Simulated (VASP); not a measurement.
# Cd (Fm-3m) in VASP: single point with r2SCAN

Aim: the single point of Cd with r2SCAN.

All numbers are computed with VASP 6.6.1; they aren't measurements. Logs are shortened: lines on timing, memory, paths and dates and some standing lists are left out, and cuts for length are marked.

**1. The cell of the first run**

Symmetry: Fm-3m, No. 225, cubic system. Conventional cell: a = 4.436 Å, b = 4.436 Å, c = 4.436 Å, α = 90.00°, β = 90.00°, γ = 90.00°. Cd (site symmetry m-3m) has 12 Cd at 3.14 Å within 4.1 Å.

**2. Single point, r2SCAN**

Input file POSCAR:

```
Cd
1.0
    0.0000000000      2.2181497500      2.2181497500
    2.2181497500      0.0000000000      2.2181497500
    2.2181497500      2.2181497500      0.0000000000
Cd
1
Direct
    0.0000000000      0.0000000000      0.0000000000
```

Input file INCAR.step1:

```
PREC = Accurate ; ENCUT = 520
ISMEAR = 0 ; SIGMA = 0.15
LREAL = F ; LASPH = T
NELM = 100 ; NBANDS = 12
GGA = PE ; ALGO = Normal
EDIFF = 1E-4 ; LWAVE = T
LCHARG = F
```

Input file INCAR.step2:

```
PREC = Accurate ; ENCUT = 520
EDIFF = 1E-6 ; ISMEAR = 0
SIGMA = 0.15 ; LREAL = F
LASPH = T ; NELM = 100
ALGO = Normal ; ISIF = 2
LWAVE = F ; LCHARG = T
METAGGA = R2SCAN ; LMIXTAU = T
LELF = T ; LVHAR = T
NBANDS = 12 ; ISTART = 1
```

Input file KPOINTS:

```
Automatic mesh
0
Gamma
  18 18 18
```

Potentials or basis: VASP PAW PBE potentials, release 64 (Cd).

Run with:

```
$ cat potpaw_PBE.64/Cd/POTCAR > POTCAR
$ cp INCAR.step1 INCAR
$ mpirun -np 1 vasp_std > vasp.out
$ cp INCAR.step2 INCAR
$ mpirun -np 1 vasp_std > vasp.out
```

OUTCAR:

```text
PREC = Accurate
   ENCUT = 520
   EDIFF = 1E-6
   ISMEAR = 0
   LREAL = F
   LASPH = T
   NELM = 100
   ISIF = 2
   METAGGA = R2SCAN
   ISTART = 1

 ion  position               nearest neighbor table
   1  0.000  0.000  0.000-

  LATTYP: Found a face centered cubic cell.
 ALAT       =     4.4362995000

  Lattice vectors:

 A1 = (   0.0000000000,   2.2181497500,   2.2181497500)
 A2 = (   2.2181497500,   0.0000000000,   2.2181497500)
 A3 = (   2.2181497500,   2.2181497500,   0.0000000000)

Analysis of symmetry for initial positions (statically):
=====================================================================
 Subroutine PRICEL returns:
 Original cell was already a primitive cell.

 Routine SETGRP: Setting up the symmetry group for a
 face centered cubic supercell.

 Subroutine GETGRP returns: Found 48 space group operations
 (whereof 48 operations were pure point group operations)
 out of a pool of 48 trial point group operations.

The static configuration has the point symmetry O_h .

Analysis of symmetry for dynamics (positions and initial velocities):
=====================================================================
 Subroutine PRICEL returns:
 Original cell was already a primitive cell.

 Routine SETGRP: Setting up the symmetry group for a
 face centered cubic supercell.

 Subroutine GETGRP returns: Found 48 space group operations
 (whereof 48 operations were pure point group operations)
 out of a pool of 48 trial point group operations.

The dynamic configuration has the point symmetry O_h .

 Subroutine INISYM returns: Found 48 space group operations
 (whereof 48 operations are pure point group operations),
 and found     1 'primitive' translations

----------------------------------------------------------------------------------------

                                     Primitive cell

  volume of cell :      21.8274

  direct lattice vectors                    reciprocal lattice vectors
     0.000000000  2.218149750  2.218149750    -0.225413095  0.225413095  0.225413095
     2.218149750  0.000000000  2.218149750     0.225413095 -0.225413095  0.225413095
     2.218149750  2.218149750  0.000000000     0.225413095  0.225413095 -0.225413095

  length of vectors
     3.136937460  3.136937460  3.136937460     0.390426933  0.390426933  0.390426933

  position of ions in fractional coordinates (direct lattice)
     0.000000000  0.000000000  0.000000000

  ion indices of the primitive-cell ions
   primitive index   ion index
[... 75 lines left out ...]
   EDIFFG = 0.1E-04   stopping-criterion for IOM
   NSW    =      0    number of steps for IOM
   IBRION =     -1    ionic relax: 0-MD 1-quasi-New 2-CG
   NFREE  =      0    steps in history (QN), initial steepest desc. (CG)
   ISIF   =      2    stress and relaxation
   ISYM   =      2    0-nonsym 1-usesym 2-fastsym
   POTIM  = 0.5000    time-step for ionic-motion
   TEBEG  =    0.0;   TEEND  =   0.0 temperature during run
   PSTRESS=    0.0 pullay stress
   NELECT =      12.0000    total number of electrons
   NUPDOWN=      -1.0000    fix difference up-down
   EMIN   =  10.00;   EMAX   =-10.00  energy-range for DOS
   EFERMI =   0.00;   METHOD = LEGACY
   ISMEAR =     0;   SIGMA  =   0.15  broadening in eV -4-tet -1-fermi 0-gaus
   EFERMI_NEDOS =   21; number of points for ismear=-14 and -15
   IALGO  =     38    algorithm
   IMIX   =      4    mixing-type and parameters
     AMIX     =   0.40;   BMIX     =  1.00
     AMIX_MAG =   1.60;   BMIX_MAG =  1.00
  volume/ion in A,a.u.               =      21.83       147.30
  Fermi-wavevector in a.u.,A,eV,Ry     =   1.341120  2.534350 24.471486  1.798604
  Thomas-Fermi vector in A             =   2.469379
   LORBIT       =      0    0 simple, 1 ext, 2 COOP (PROOUT), +10 PAW based schemes
   METAGGA = R2SCAN    functional components
   LHFCALC =     F    Hartree Fock is set to
   AEXX    =    0.0000 exact exchange contribution
   IVDW    =     0    specifies the selected vdW correction
   LEPSILON=     F    determine dielectric tensor
   LRPA    =     F    only Hartree local field effects (RPA)
 non-spin polarized calculation
 Gauss-broadening in eV      SIGMA  =   0.15
  energy-cutoff  :      520.00
  volume of cell :       21.83
 maximum number of plane-waves:       609
   NGX = 11   NGY = 11   NGZ = 11

 number of electron      12.0000003 magnetization

 Free energy of the ion-electron system (eV)
  ---------------------------------------------------
  ext. energy  EPLUGINS =         0.00000000
  ---------------------------------------------------
  free energy    TOTEN  =       -20.07798846 eV

  energy without entropy =      -20.07426587  energy(sigma->0) =      -20.07612717

 E-fermi :   2.7608     XC(G=0): -11.7686

 val. band max:        2.7512857003   @ k =  -0.3889   0.4444   0.0556
 cond. band min:       2.8432665167   @ k =  -0.3333   0.3333   0.1667
 fundamental gap:      0.0919808163
 Fermi energy:         2.7607696728

 k-point     1 :       0.0000    0.0000    0.0000
  band No.  band energies     occupation
      1      -6.7850      2.00000
      2      -6.7850      2.00000
      3      -6.7850      2.00000
      4      -6.3432      2.00000
      5      -6.3228      2.00000
      6      -6.3228      2.00000
      7      17.2272      0.00000
      8      18.5122      0.00000
      9      18.5122      0.00000
     10      18.5123      0.00000
     11      21.7929      0.00000
     12      21.7929      0.00000
[... 331 lines left out ...]
 k-point    24 :      -0.2222    0.0556    0.0000
  band No.  band energies     occupation
      1      -7.0024      2.00000
      2      -6.6866      2.00000
      3      -6.6645      2.00000
      4      -6.3206      2.00000
      5      -6.2349      2.00000
      6      -4.5544      2.00000
      7       9.7698      0.00000
      8      15.0726      0.00000
      9      17.9556      0.00000
     10      18.2379      0.00000
     11      20.8583      0.00000
     12      21.0181      0.00000

 [... further k-points ...]
[... 5 lines left out ...]
  --------------------------------------------------------------------------------------
  -------------------------------------------------------------------------------------
  Total        0.0044580      0.0044580      0.0044580      0.0000000     -0.0000000      0.0000000
  in kB        0.3272297      0.3272297      0.3272297      0.0000000     -0.0000000      0.0000000
  external PRESSURE =       0.3272297 kB  Pullay stress =       0.0000000 kB

 VOLUME and BASIS-vectors are now :
 -----------------------------------------------------------------------------
  energy-cutoff  :      520.00
  volume of cell :       21.83
      direct lattice vectors                 reciprocal lattice vectors
     0.000000000  2.218149750  2.218149750    -0.225413095  0.225413095  0.225413095
     2.218149750  0.000000000  2.218149750     0.225413095 -0.225413095  0.225413095
     2.218149750  2.218149750  0.000000000     0.225413095  0.225413095 -0.225413095

 POSITION                                       TOTAL-FORCE (eV/Angst)
 -----------------------------------------------------------------------------------
      0.00000      0.00000      0.00000         0.000000      0.000000     -0.000000
 -----------------------------------------------------------------------------------
    total drift:                               -0.000000      0.000000     -0.000000

  FREE ENERGIE OF THE ION-ELECTRON SYSTEM (eV)
  ---------------------------------------------------
  free  energy   TOTEN  =       -20.0779884599 eV

  energy  without entropy=      -20.0742658718  energy(sigma->0) =      -20.07612717
```

OUTCAR.step1:

```text
PREC = Accurate
   ENCUT = 520
   ISMEAR = 0
   LREAL = F
   LASPH = T
[... 575 lines left out ...]

 POSITION                                       TOTAL-FORCE (eV/Angst)
 -----------------------------------------------------------------------------------
      0.00000      0.00000      0.00000        -0.000000     -0.000000      0.000000
 -----------------------------------------------------------------------------------
    total drift:                               -0.000000      0.000000     -0.000000

  FREE ENERGIE OF THE ION-ELECTRON SYSTEM (eV)
  ---------------------------------------------------
  free  energy   TOTEN  =        -0.7336720741 eV

  energy  without entropy=       -0.7296978693  energy(sigma->0) =       -0.73168497
```

Wall time 72 s (1 thread of Intel Xeon Platinum 8488C (Sapphire Rapids), shared host); peak memory 0.18 GiB.

Results:

```
Free energy            : -20.0780 eV
Pressure               : 0.0 GPa
Band gap on the k mesh : zero (band 6 reaches 4.36 eV, above the bottom of band 7 at 1.47 eV)
```

Levels at points of the mesh, in eV from the Fermi level:
| k point | band 2 | band 3 | band 4 | band 5 | band 6 | band 7 | band 8 | band 9 | band 10 | band 11 |
| --- | --- | --- | --- | --- | --- | --- | --- | --- | --- | --- |
| (0.00, 0.00, 0.00) | -9.55 | -9.55 | -9.10 | -9.08 | -9.08 | 14.47 | 15.75 | 15.75 | 15.75 | 19.03 |
| (0.50, 0.00, 0.00) | -9.54 | -9.54 | -8.70 | -8.70 | -2.38 | -1.29 | 13.25 | 13.25 | 13.70 | 17.05 |
| (0.50, 0.50, 0.00) | -10.13 | -8.73 | -8.60 | -8.60 | -0.85 | 1.60 | 7.20 | 7.20 | 11.35 | 11.76 |

Caveat: the PAW data sets were made with another functional, which shifts forces and pressure a little.
